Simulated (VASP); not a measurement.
# CdTe (F-43m) in VASP: further runs

Runs on CdTe. Level: LDA. Tasks: relaxation of cell and atoms.

All numbers are computed with VASP 6.6.1; they aren't measurements. Logs are shortened: lines on timing, memory, paths and dates and some standing lists are left out, and cuts for length are marked.

### 1 The cell of the first run

Symmetry: F-43m, No. 216, cubic system. Conventional cell: a = 6.325 Å, b = 6.325 Å, c = 6.325 Å, α = 90.00°, β = 90.00°, γ = 90.00°. Within 3.6 Å of Cd (site symmetry -43m) lie 4 Te at 2.74 Å. Within 3.6 Å of Te (site symmetry -43m) lie 4 Cd at 2.74 Å.

### 2 Relaxation of cell and atoms, LDA, target pressure 3 GPa, at which the enthalpy is minimised

Contents of INCAR:

```
SYSTEM = CdTe
PREC     = Accurate       ! precision mode
ENCUT    = 500            ! plane-wave cutoff, eV
EDIFF    = 1E-7           ! SCF threshold, eV
ISMEAR   = 0              ! smearing method
SIGMA    = 0.02           ! smearing width, eV
LREAL    = .FALSE.        ! projectors in reciprocal space
LASPH    = .TRUE.         ! aspherical terms in the spheres
NELM     = 120            ! most SCF steps
ALGO     = Normal         ! electronic algorithm
ISIF     = 3              ! what is computed and relaxed
LWAVE    = .FALSE.        ! write WAVECAR
LCHARG   = .FALSE.        ! write CHGCAR
GGA      = CA             ! functional
IBRION   = 2              ! ionic algorithm
NSW      = 70             ! ionic steps
EDIFFG   = -0.004         ! ionic threshold
PSTRESS  = 30.0         
GGA_COMPAT= .FALSE.      
NELMIN   = 4
```

Contents of KPOINTS:

```
regular mesh
0
G
  10 10 10
  0 0 0
```

Contents of POSCAR:

```
CdTe
1.0
    0.0000000000      3.1626696605      3.1626696605
    3.1626696605      0.0000000000      3.1626696605
    3.1626696605      3.1626696605      0.0000000000
Cd Te
1 1
Direct
    0.0000000000      0.0000000000      0.0000000000
    0.2500000000      0.2500000000      0.2500000000
```

Potentials or basis: VASP PAW LDA potentials, release 64 (Cd, Te).

Launch:

```bash
$ cat potpaw_LDA.64/Cd/POTCAR potpaw_LDA.64/Te/POTCAR > POTCAR
$ mpirun -np 1 vasp_std > vasp.out
```

OUTCAR:

```text
SYSTEM = CdTe
   PREC = Accurate
   ENCUT = 500
   EDIFF = 1E-7
   ISMEAR = 0
   LREAL = .FALSE.
   LASPH = .TRUE.
   NELM = 120
   ISIF = 3
   GGA = CA
   IBRION = 2
   NSW = 70
   EDIFFG = -0.004
   PSTRESS = 30.0
   NELMIN = 4

 ion  position               nearest neighbor table
   1  0.000  0.000  0.000-   2 2.74   2 2.74   2 2.74   2 2.74
   2  0.250  0.250  0.250-   1 2.74   1 2.74   1 2.74   1 2.74

  LATTYP: Found a face centered cubic cell.
 ALAT       =     6.3253393210

  Lattice vectors:

 A1 = (   0.0000000000,   3.1626696605,   3.1626696605)
 A2 = (   3.1626696605,   0.0000000000,   3.1626696605)
 A3 = (   3.1626696605,   3.1626696605,   0.0000000000)

Analysis of symmetry for initial positions (statically):
=====================================================================
 Subroutine PRICEL returns:
 Original cell was already a primitive cell.

 Routine SETGRP: Setting up the symmetry group for a
 face centered cubic supercell.

 Subroutine GETGRP returns: Found 24 space group operations
 (whereof 24 operations were pure point group operations)
 out of a pool of 48 trial point group operations.

The static configuration has the point symmetry T_d .

Analysis of symmetry for dynamics (positions and initial velocities):
=====================================================================
 Subroutine PRICEL returns:
 Original cell was already a primitive cell.

 Routine SETGRP: Setting up the symmetry group for a
 face centered cubic supercell.

 Subroutine GETGRP returns: Found 24 space group operations
 (whereof 24 operations were pure point group operations)
 out of a pool of 48 trial point group operations.

The dynamic configuration has the point symmetry T_d .

 Subroutine INISYM returns: Found 24 space group operations
 (whereof 24 operations are pure point group operations),
 and found     1 'primitive' translations

----------------------------------------------------------------------------------------

                                     Primitive cell

  volume of cell :      63.2691

  direct lattice vectors                    reciprocal lattice vectors
     0.000000000  3.162669661  3.162669661    -0.158094285  0.158094285  0.158094285
     3.162669661  0.000000000  3.162669661     0.158094285 -0.158094285  0.158094285
     3.162669661  3.162669661  0.000000000     0.158094285  0.158094285 -0.158094285

  length of vectors
     4.472690327  4.472690327  4.472690327     0.273827335  0.273827335  0.273827335

  position of ions in fractional coordinates (direct lattice)
     0.000000000  0.000000000  0.000000000
     0.250000000  0.250000000  0.250000000

  ion indices of the primitive-cell ions
   primitive index   ion index
                 1           1
                 2           2

----------------------------------------------------------------------------------------

 KPOINTS: regular mesh

Automatic generation of k-mesh.
 Grid dimensions read from file:
 generate k-points for:   10   10   10

 Generating k-lattice:

  Cartesian coordinates                     Fractional coordinates (reciprocal lattice)
    -0.015809429  0.015809429  0.015809429     0.100000000  0.000000000  0.000000000
     0.015809429 -0.015809429  0.015809429     0.000000000  0.100000000  0.000000000
     0.015809429  0.015809429 -0.015809429     0.000000000  0.000000000  0.100000000

  Length of vectors
     0.027382733  0.027382733  0.027382733

  Shift w.r.t. Gamma in fractional coordinates (k-lattice)
     0.000000000  0.000000000  0.000000000

 Subroutine IBZKPT returns following result:
 ===========================================

 Found     47 irreducible k-points:

 Following reciprocal coordinates:
            Coordinates               Weight
  0.000000  0.000000  0.000000      1.000000
  0.100000  0.000000  0.000000      8.000000
  0.200000  0.000000  0.000000      8.000000
  0.300000  0.000000  0.000000      8.000000
  0.400000  0.000000  0.000000      8.000000
  0.500000  0.000000  0.000000      4.000000
[... 16 lines left out ...]
  0.300000  0.300000  0.000000      6.000000
  0.400000  0.300000  0.000000     24.000000
 [... further k-points ...]
   k-points           NKPTS =     47   k-points in BZ     NKDIM =     47   number of bands    NBANDS=     13
   number of dos      NEDOS =    301   number of ions     NIONS =      2
   total plane-waves  NPLWV =  46656
   dimension x,y,z NGX =    36 NGY =   36 NGZ =   36
   dimension x,y,z NGXF=    72 NGYF=   72 NGZF=   72
   ions per type =               1   1
   NGX,Y,Z   is equivalent  to a cutoff of  13.38, 13.38, 13.38 a.u.
   NGXF,Y,Z  is equivalent  to a cutoff of  26.76, 26.76, 26.76 a.u.
 SYSTEM =  CdTe
   PREC   = accura    normal or accurate (medium, high low for compatibility)
   ISTART =      0    job   : 0-new  1-cont  2-samecut
   ICHARG =      2    charge: 1-file 2-atom 10-const
   ISPIN  =      1    spin polarized calculation?
   LNONCOLLINEAR =      F non collinear calculations
   LSORBIT =      F    spin-orbit coupling
   LASPH  =      T    aspherical Exc in radial PAW
   ENCUT  =  500.0 eV  36.75 Ry    6.06 a.u.   8.15  8.15  8.15*2*pi/ulx,y,z
   NELM   =    120;   NELMIN=  4; NELMDL= -5     # of ELM steps
   EDIFF  = 0.1E-06   stopping-criterion for ELM
   LREAL  =      F    real-space projection
   EDIFFG = -.4E-02   stopping-criterion for IOM
   NSW    =     70    number of steps for IOM
   IBRION =      2    ionic relax: 0-MD 1-quasi-New 2-CG
   NFREE  =      1    steps in history (QN), initial steepest desc. (CG)
   ISIF   =      3    stress and relaxation
   ISYM   =      2    0-nonsym 1-usesym 2-fastsym
   POTIM  = 0.5000    time-step for ionic-motion
   TEBEG  =    0.0;   TEEND  =   0.0 temperature during run
   PSTRESS=   30.0 pullay stress
   NELECT =      18.0000    total number of electrons
   NUPDOWN=      -1.0000    fix difference up-down
   EMIN   =  10.00;   EMAX   =-10.00  energy-range for DOS
   EFERMI =   0.00;   METHOD = LEGACY
   ISMEAR =     0;   SIGMA  =   0.02  broadening in eV -4-tet -1-fermi 0-gaus
   EFERMI_NEDOS =   21; number of points for ismear=-14 and -15
   IALGO  =     38    algorithm
   IMIX   =      4    mixing-type and parameters
     AMIX     =   0.40;   BMIX     =  1.00
     AMIX_MAG =   1.60;   BMIX_MAG =  1.00
  volume/ion in A,a.u.               =      31.63       213.48
  Fermi-wavevector in a.u.,A,eV,Ry     =   1.076718  2.034701 15.773519  1.159321
  Thomas-Fermi vector in A             =   2.212610
   LORBIT       =      0    0 simple, 1 ext, 2 COOP (PROOUT), +10 PAW based schemes
   GGA     = CA    functional components
   LHFCALC =     F    Hartree Fock is set to
   AEXX    =    0.0000 exact exchange contribution
   IVDW    =     0    specifies the selected vdW correction
   LEPSILON=     F    determine dielectric tensor
   LRPA    =     F    only Hartree local field effects (RPA)
 conjugate gradient relaxation of ions
 non-spin polarized calculation
 Gauss-broadening in eV      SIGMA  =   0.02
  energy-cutoff  :      500.00
  volume of cell :       63.27
 maximum number of plane-waves:      1639
 NGX is ok and might be reduce to    36
   NGX = 17   NGY = 17   NGZ = 17

--------------------------------------- Ionic step        1  -------------------------------------------

 number of electron      18.0000004 magnetization

 Free energy of the ion-electron system (eV)
  ---------------------------------------------------
  ext. energy  EPLUGINS =         0.00000000
  ---------------------------------------------------
  free energy    TOTEN  =        -6.03193405 eV

  energy without entropy =       -6.03193405  energy(sigma->0) =       -6.03193405

------------------------ aborting loop because EDIFF is reached ----------------------------------------

  FORCE on cell =-STRESS in cart. coord.  units (eV):
  Direction    XX          YY          ZZ          XY          YZ          ZX
  --------------------------------------------------------------------------------------
  -------------------------------------------------------------------------------------
  Total        0.9112269      0.9112269      0.9112269     -0.0000000      0.0000000      0.0000000
  in kB       23.0752088     23.0752088     23.0752088     -0.0000000      0.0000000      0.0000000
  external PRESSURE =      -6.9247912 kB  Pullay stress =      30.0000000 kB

 VOLUME and BASIS-vectors are now :
 -----------------------------------------------------------------------------
  energy-cutoff  :      500.00
  volume of cell :       63.27
      direct lattice vectors                 reciprocal lattice vectors
     0.000000000  3.162669661  3.162669661    -0.158094285  0.158094285  0.158094285
     3.162669661  0.000000000  3.162669661     0.158094285 -0.158094285  0.158094285
     3.162669661  3.162669661  0.000000000     0.158094285  0.158094285 -0.158094285
[... 46 lines left out ...]
  FREE ENERGIE OF THE ION-ELECTRON SYSTEM (eV)
  ---------------------------------------------------
  free  energy   TOTEN  =        -6.0094691995 eV

  energy  without entropy=       -6.0094691995  energy(sigma->0) =       -6.00946920

  enthalpy is  TOTEN    =        -4.8480748303 eV   P V=        1.1613943692

--------------------------------------- Ionic step        3  -------------------------------------------

 number of electron      18.0000004 magnetization

 Free energy of the ion-electron system (eV)
  ---------------------------------------------------
  ext. energy  EPLUGINS =         0.00000000
  ---------------------------------------------------
  free energy    TOTEN  =        -6.01974891 eV

  energy without entropy =       -6.01974891  energy(sigma->0) =       -6.01974891

 E-fermi :   3.1293     XC(G=0):  -9.3156

 val. band max:        2.9801205123   @ k =   0.0000   0.0000   0.0000
 cond. band min:       3.7953428327   @ k =   0.0000   0.0000   0.0000
 fundamental gap:      0.8152223205
 Fermi energy:         3.1293036367

 k-point     1 :       0.0000    0.0000    0.0000
  band No.  band energies     occupation
      1      -8.7842      2.00000
      2      -5.6480      2.00000
      3      -5.6480      2.00000
      4      -5.6480      2.00000
      5      -5.3155      2.00000
      6      -5.3155      2.00000
      7       2.9801      2.00000
      8       2.9801      2.00000
      9       2.9801      2.00000
     10       3.7953      0.00000
     11       7.4123      0.00000
     12       7.4123      0.00000
     13       7.4123      0.00000

 k-point     2 :       0.1000    0.0000    0.0000
  band No.  band energies     occupation
      1      -8.7378      2.00000
      2      -5.6387      2.00000
      3      -5.6387      2.00000
      4      -5.6181      2.00000
      5      -5.3165      2.00000
      6      -5.3165      2.00000
      7       1.9724      2.00000
      8       2.8687      2.00000
      9       2.8687      2.00000
     10       4.5268      0.00000
     11       7.3884      0.00000
[... 339 lines left out ...]
 k-point    24 :       0.4000    0.3000    0.0000
  band No.  band energies     occupation
      1      -8.2660      2.00000
      2      -5.5046      2.00000
      3      -5.4890      2.00000
      4      -5.4291      2.00000
      5      -5.2872      2.00000
      6      -5.0360      2.00000
      7      -1.0726      2.00000
      8       0.9665      2.00000
      9       1.1773      2.00000
     10       5.6054      0.00000
     11       6.1921      0.00000
     12       9.7719      0.00000
     13      10.5309      0.00000

 [... further k-points ...]
[... 5 lines left out ...]
  --------------------------------------------------------------------------------------
  -------------------------------------------------------------------------------------
  Total        1.1709487      1.1709487      1.1709487     -0.0000000      0.0000000      0.0000000
  in kB       30.0013334     30.0013334     30.0013334     -0.0000000      0.0000000      0.0000000
  external PRESSURE =       0.0013334 kB  Pullay stress =      30.0000000 kB

 VOLUME and BASIS-vectors are now :
 -----------------------------------------------------------------------------
  energy-cutoff  :      500.00
  volume of cell :       62.53
      direct lattice vectors                 reciprocal lattice vectors
     0.000000000  3.150353610  3.150353610    -0.158712342  0.158712342  0.158712342
     3.150353610  0.000000000  3.150353610     0.158712342 -0.158712342  0.158712342
     3.150353610  3.150353610  0.000000000     0.158712342  0.158712342 -0.158712342

 POSITION                                       TOTAL-FORCE (eV/Angst)
 -----------------------------------------------------------------------------------
      0.00000      0.00000      0.00000         0.000000      0.000000      0.000000
      1.57518      1.57518      1.57518        -0.000000     -0.000000     -0.000000
 -----------------------------------------------------------------------------------
    total drift:                                0.000000      0.000000      0.000000

  FREE ENERGIE OF THE ION-ELECTRON SYSTEM (eV)
  ---------------------------------------------------
  free  energy   TOTEN  =        -6.0197489121 eV

  energy  without entropy=       -6.0197489121  energy(sigma->0) =       -6.01974891

  enthalpy is  TOTEN    =        -4.8488522203 eV   P V=        1.1708966918

 reached required accuracy - stopping structural energy minimisation
```

Run time: 1.9 min. Hardware: 1 thread of Intel Xeon 8259CL, shared host; peak memory 0.19 GiB.

Results:

| Property | Result |
| --- | --- |
| Free energy | -6.0197 eV |
| Relaxed volume | 31.27 Å³/atom |
| Relaxed cell | a = 4.455 Å, b = 4.455 Å, c = 4.455 Å, α = 60.00°, β = 60.00°, γ = 60.00° |
| Space group after relaxing (to 0.1 Å) | F-43m (No. 216) |
| Energy change on relaxing (the run minimises the enthalpy) | +6.1 meV/atom |
| Ionic steps | 3 |
| Pressure after relaxing | 3.0 GPa |
| Band gap on the k mesh | 0.82 eV |

The path:
| step | energy change (eV) | largest force (eV/Å) | pressure (GPa) | volume (Å³) |
| --- | --- | --- | --- | --- |
| 1 | 0.0000 | 0.0000 | 2.31 | 63.27 |
| 2 | 0.0225 | 0.0000 | 3.50 | 62.03 |
| 3 | 0.0122 | 0.0000 | 3.00 | 62.53 |

Final structure:
```
CELL_PARAMETERS angstrom
0.00000 3.15035 3.15035
3.15035 0.00000 3.15035
3.15035 3.15035 0.00000
ATOMIC_POSITIONS crystal
Cd 0.00000 0.00000 0.00000
Te 0.25000 0.25000 0.25000
```

Levels at points of the mesh, in eV from the valence-band top:
| k point | band 7 | band 8 | band 9 | band 10 | band 11 | band 12 |
| --- | --- | --- | --- | --- | --- | --- |
| (0.00, 0.00, 0.00) | 0.00 | 0.00 | 0.00 | 0.82 | 4.43 | 4.43 |
| (0.50, 0.00, 0.00) | -5.01 | -0.92 | -0.92 | 1.74 | 5.05 | 5.05 |
| (0.50, 0.50, 0.00) | -4.81 | -2.20 | -2.20 | 2.25 | 2.51 | 9.13 |

Caveat: the cell is relaxed towards a set pressure, so the run minimises the enthalpy, not the energy; spin-orbit coupling is left out, which moves the levels of the heavy elements. LDA usually gives volumes a few per cent too small.

[end of part 1 of 2]
